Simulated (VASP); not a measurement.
# Zn (R-3m) in VASP: notebook

Zn is run at these levels: PBE; tasks: single point.

Program: VASP 6.6.1. These are calculated values, not measurements. Logs are shortened: lines on timing, memory, paths and dates and some standing lists are left out, and cuts for length are marked.

## (1) The cell of the first run

The structure is trigonal, space group R-3m (No. 166). Conventional cell: a = 2.858 Å, b = 2.858 Å, c = 19.160 Å, α = 90.00°, β = 90.00°, γ = 120.00°. Within 3.6 Å of Zn (site symmetry -3m) lie 12 Zn at 2.69 to 2.86 Å. Within 3.5 Å of Zn (site symmetry 3m) lie 12 Zn at 2.69 to 2.86 Å.

## (2) Single point, PBE

INCAR reads:

```
SYSTEM = Zn
PREC = Accurate ; ENCUT = 520
EDIFF = 1E-7 ; ISMEAR = 0
SIGMA = 0.1 ; LREAL = .FALSE.
LASPH = .TRUE. ; NELM = 100
ALGO = Normal ; ISIF = 2
LWAVE = .FALSE. ; LCHARG = .FALSE.
GGA = PE ; NBANDS = 25
```

KPOINTS reads:

```
regular mesh
0
G
  9 9 9
  0 0 0
```

POSCAR reads:

```
Zn
1.0
    1.4287646270      0.8248976420      6.3867526389
   -1.4287646270      0.8248976420      6.3867526389
    0.0000000000     -1.6497952841      6.3867526389
Zn
3
Direct
    0.0000000000      0.0000000000      0.0000000000
    0.2221825900      0.2221825900      0.2221825900
    0.7778174100      0.7778174100      0.7778174100
```

Potentials or basis: VASP PAW PBE potentials, release 64 (Zn).

Run with:

```bash
> cat potpaw_PBE.64/Zn/POTCAR > POTCAR
> mpirun -np 1 vasp_std > vasp.out
```

OUTCAR:

```text
SYSTEM = Zn
   PREC = Accurate
   ENCUT = 520
   EDIFF = 1E-7
   ISMEAR = 0
   LREAL = .FALSE.
   LASPH = .TRUE.
   NELM = 100
   ISIF = 2
   GGA = PE

 ion  position               nearest neighbor table
   1  0.000  0.000  0.000-   3 2.69   3 2.69   2 2.69   2 2.69   3 2.69   2 2.69
   2  0.222  0.222  0.222-   3 2.69   3 2.69   3 2.69   1 2.69   1 2.69   1 2.69
   3  0.778  0.778  0.778-   2 2.69   2 2.69   2 2.69   1 2.69   1 2.69   1 2.69

  LATTYP: Found a trigonal (rhomboedric) cell.
 ALAT       =     6.5963955119
 COS(alpha) =     0.9061708030

  Lattice vectors:

 A1 = (   1.4287646270,   0.8248976420,   6.3867526389)
 A2 = (  -1.4287646270,   0.8248976420,   6.3867526389)
 A3 = (   0.0000000000,  -1.6497952841,   6.3867526389)

Analysis of symmetry for initial positions (statically):
=====================================================================
 Subroutine PRICEL returns:
 Original cell was already a primitive cell.

 Routine SETGRP: Setting up the symmetry group for a
 trigonal (rhombohedral) supercell.

 Subroutine GETGRP returns: Found 12 space group operations
 (whereof 12 operations were pure point group operations)
 out of a pool of 12 trial point group operations.

The static configuration has the point symmetry D_3d.

Analysis of symmetry for dynamics (positions and initial velocities):
=====================================================================
 Subroutine PRICEL returns:
 Original cell was already a primitive cell.

 Routine SETGRP: Setting up the symmetry group for a
 trigonal (rhombohedral) supercell.

 Subroutine GETGRP returns: Found 12 space group operations
 (whereof 12 operations were pure point group operations)
 out of a pool of 12 trial point group operations.

The dynamic configuration has the point symmetry D_3d.

 Subroutine INISYM returns: Found 12 space group operations
 (whereof 12 operations are pure point group operations),
 and found     1 'primitive' translations

----------------------------------------------------------------------------------------

                                     Primitive cell

  volume of cell :      45.1640

  direct lattice vectors                    reciprocal lattice vectors
[... 85 lines left out ...]
   LSORBIT =      F    spin-orbit coupling
   LASPH  =      T    aspherical Exc in radial PAW
   ENCUT  =  520.0 eV  38.22 Ry    6.18 a.u.  12.26 12.26 12.26*2*pi/ulx,y,z
   NELM   =    100;   NELMIN=  2; NELMDL= -5     # of ELM steps
   EDIFF  = 0.1E-06   stopping-criterion for ELM
   LREAL  =      F    real-space projection
   EDIFFG = 0.1E-05   stopping-criterion for IOM
   NSW    =      0    number of steps for IOM
   IBRION =     -1    ionic relax: 0-MD 1-quasi-New 2-CG
   NFREE  =      0    steps in history (QN), initial steepest desc. (CG)
   ISIF   =      2    stress and relaxation
   ISYM   =      2    0-nonsym 1-usesym 2-fastsym
   POTIM  = 0.5000    time-step for ionic-motion
   TEBEG  =    0.0;   TEEND  =   0.0 temperature during run
   PSTRESS=    0.0 pullay stress
   NELECT =      36.0000    total number of electrons
   NUPDOWN=      -1.0000    fix difference up-down
   EMIN   =  10.00;   EMAX   =-10.00  energy-range for DOS
   EFERMI =   0.00;   METHOD = LEGACY
   ISMEAR =     0;   SIGMA  =   0.10  broadening in eV -4-tet -1-fermi 0-gaus
   EFERMI_NEDOS =   21; number of points for ismear=-14 and -15
   IALGO  =     38    algorithm
   IMIX   =      4    mixing-type and parameters
     AMIX     =   0.40;   BMIX     =  1.00
     AMIX_MAG =   1.60;   BMIX_MAG =  1.00
  volume/ion in A,a.u.               =      15.05       101.59
  Fermi-wavevector in a.u.,A,eV,Ry     =   1.517906  2.868427 31.348361  2.304040
  Thomas-Fermi vector in A             =   2.627099
   LORBIT       =      0    0 simple, 1 ext, 2 COOP (PROOUT), +10 PAW based schemes
   GGA     = PE    functional components
   LHFCALC =     F    Hartree Fock is set to
   AEXX    =    0.0000 exact exchange contribution
   IVDW    =     0    specifies the selected vdW correction
   LEPSILON=     F    determine dielectric tensor
   LRPA    =     F    only Hartree local field effects (RPA)
 non-spin polarized calculation
 Gauss-broadening in eV      SIGMA  =   0.10
  energy-cutoff  :      520.00
  volume of cell :       45.16
 maximum number of plane-waves:      1259
 NGX is ok and might be reduce to    50

 number of electron      36.0000002 magnetization

 Free energy of the ion-electron system (eV)
  ---------------------------------------------------
  ext. energy  EPLUGINS =         0.00000000
  ---------------------------------------------------
  free energy    TOTEN  =        -3.26060530 eV

  energy without entropy =       -3.25572828  energy(sigma->0) =       -3.25816679

 E-fermi :   3.1748     XC(G=0): -11.6154

 val. band max:        3.1484347727   @ k =  -0.2222   0.3333   0.2222
 cond. band min:       3.1801469714   @ k =  -0.2222   0.3333   0.1111
 fundamental gap:      0.0317121986
 Fermi energy:         3.1748024666

 k-point     1 :       0.0000    0.0000    0.0000
  band No.  band energies     occupation
      1      -7.2870      2.00000
      2      -5.1784      2.00000
      3      -5.1501      2.00000
      4      -4.5993      2.00000
      5      -4.5993      2.00000
      6      -4.5121      2.00000
[... 661 lines left out ...]
     24      11.6341      0.00000
     25      14.6758      0.00000

 [... further k-points ...]

------------------------ aborting loop because EDIFF is reached ----------------------------------------

  FORCE on cell =-STRESS in cart. coord.  units (eV):
  Direction    XX          YY          ZZ          XY          YZ          ZX
  --------------------------------------------------------------------------------------
  -------------------------------------------------------------------------------------
  Total        0.0042592      0.0042592      0.0722126      0.0000000     -0.0000000      0.0000000
  in kB        0.1510926      0.1510926      2.5617172      0.0000000     -0.0000000      0.0000000
  external PRESSURE =       0.9546341 kB  Pullay stress =       0.0000000 kB

 VOLUME and BASIS-vectors are now :
 -----------------------------------------------------------------------------
  energy-cutoff  :      520.00
  volume of cell :       45.16
      direct lattice vectors                 reciprocal lattice vectors
     1.428764627  0.824897642  6.386752639     0.349952673  0.202045270  0.052191364
    -1.428764627  0.824897642  6.386752639    -0.349952673  0.202045270  0.052191364
     0.000000000 -1.649795284  6.386752639     0.000000000 -0.404090540  0.052191364

 POSITION                                       TOTAL-FORCE (eV/Angst)
 -----------------------------------------------------------------------------------
      0.00000      0.00000      0.00000         0.000000     -0.000000      0.000000
      0.00000     -0.00000      4.25708         0.000000      0.000000     -0.003979
      0.00000     -0.00000     14.90318         0.000000     -0.000000      0.003979
 -----------------------------------------------------------------------------------
    total drift:                                0.000000      0.000000      0.000000

  FREE ENERGIE OF THE ION-ELECTRON SYSTEM (eV)
  ---------------------------------------------------
  free  energy   TOTEN  =        -3.2606053032 eV

  energy  without entropy=       -3.2557282808  energy(sigma->0) =       -3.25816679
```

OSZICAR:

```text
N       E                     dE             d eps       ncg     rms          rms(c)
DAV:   1     0.192415019096E+03    0.19242E+03   -0.18246E+04  4362   0.231E+03
DAV:   2     0.636066444230E+01   -0.18605E+03   -0.18022E+03  4282   0.355E+02
DAV:   3    -0.349222312220E+01   -0.98529E+01   -0.97910E+01  4833   0.935E+01
DAV:   4    -0.357836267801E+01   -0.86140E-01   -0.86090E-01  4777   0.914E+00
DAV:   5    -0.357849393113E+01   -0.13125E-03   -0.13125E-03  4775   0.309E-01    0.494E+00
DAV:   6    -0.328037643517E+01    0.29812E+00   -0.13525E+00  4957   0.213E+01    0.377E+00
DAV:   7    -0.326740378458E+01    0.12973E-01   -0.46971E-02  5046   0.335E+00    0.197E+00
DAV:   8    -0.326065236983E+01    0.67514E-02   -0.33233E-03  6061   0.178E+00    0.858E-02
DAV:   9    -0.326058948438E+01    0.62885E-04   -0.67823E-04  6233   0.105E+00    0.390E-02
DAV:  10    -0.326060257650E+01   -0.13092E-04   -0.13986E-04  5488   0.191E-01    0.197E-02
DAV:  11    -0.326060572243E+01   -0.31459E-05   -0.24267E-05  4785   0.151E-01    0.389E-03
DAV:  12    -0.326060553616E+01    0.18627E-06   -0.29795E-06  4755   0.308E-02    0.114E-03
DAV:  13    -0.326060540096E+01    0.13520E-06   -0.29344E-07  3820   0.144E-02    0.745E-04
DAV:  14    -0.326060530323E+01    0.97734E-07   -0.20613E-08  2287   0.485E-03
   1 F= -.32606053E+01 E0= -.32581668E+01  d E =-.487702E-02
```

stdout:

```text
POSCAR found type information on POSCAR Zn
 POSCAR found :  1 types and       3 ions
 scaLAPACK will be used
 LDA part: xc-table for (Slater+PW92), standard interpolation
 POSCAR, INCAR and KPOINTS ok, starting setup
 FFT: planning ... GRIDC
 FFT: planning ... GRID_SOFT
 FFT: planning ... GRID
 WAVECAR not read
 entering main loop
```

It took 13 min on 1 thread of AMD EPYC, shared host; peak memory 0.33 GiB.

What came out:

```yaml
Free_energy: -3.2606 eV
Pressure: 0.1 GPa
Largest_force: 0.004 eV/Å
Band_gap_on_the_k_mesh: zero (bands 18 and 19 overlap by 2.56 eV)
```

Forces in eV/Å, atoms in the order of the input:
```
Zn   0.000  0.000  0.000
Zn   0.000  0.000 -0.004
Zn   0.000  0.000  0.004
```

## (3) Single point, PBE

This run uses another cell than the first one: it holds 1 atom, not 3.

INCAR reads:

```
SYSTEM = Zn
PREC = Accurate
ENCUT = 520
EDIFF = 1E-7
ISMEAR = 0
SIGMA = 0.1
LREAL = .False.
LASPH = .True.
NELM = 60
ALGO = Normal
ISIF = 2
LWAVE = .False.
LCHARG = .True.
GGA = PE
LELF = .True.
LVHAR = .True.
NBANDS = 12
```

KPOINTS reads:

```
Automatic mesh
0
Gamma
  9 9 9
  0 0 0
```

POSCAR reads:

```
Zn
1.0
    2.1096534765      1.2180090025      1.0222646337
   -2.1096534765      1.2180090025      1.0222646337
    0.0000000000     -2.4360180051      1.0222646337
Zn
1
Direct
    0.5000000000      0.5000000000      0.5000000000
```

Potentials or basis: VASP PAW PBE potentials, release 64 (Zn).

Run with:

```bash
> cat potpaw_PBE.64/Zn/POTCAR > POTCAR
> mpirun -np 1 vasp_std > vasp.out
```

Wall time 5.3 s (1 thread of AMD EPYC 9R45 (Zen 5), shared host); peak memory 0.1 GiB.

It converged, with:

* Free energy: -1.0304 eV
* Pressure: 0.2 GPa
* Band gap on the k mesh: zero (bands 6 and 7 overlap by 4.75 eV)

Stress tensor (GPa, compression positive):
```
0.37 0.00 0.00
0.00 0.37 0.00
0.00 0.00 0.00
```

Levels at points of the mesh, in eV from the Fermi level:
```csv
k point,band 3,band 4,band 5,band 6,band 7,band 8,band 9,band 10
"(0.00, 0.00, 0.00)",-7.86,-7.33,-7.09,-7.09,15.92,16.96,16.96,19.47
```
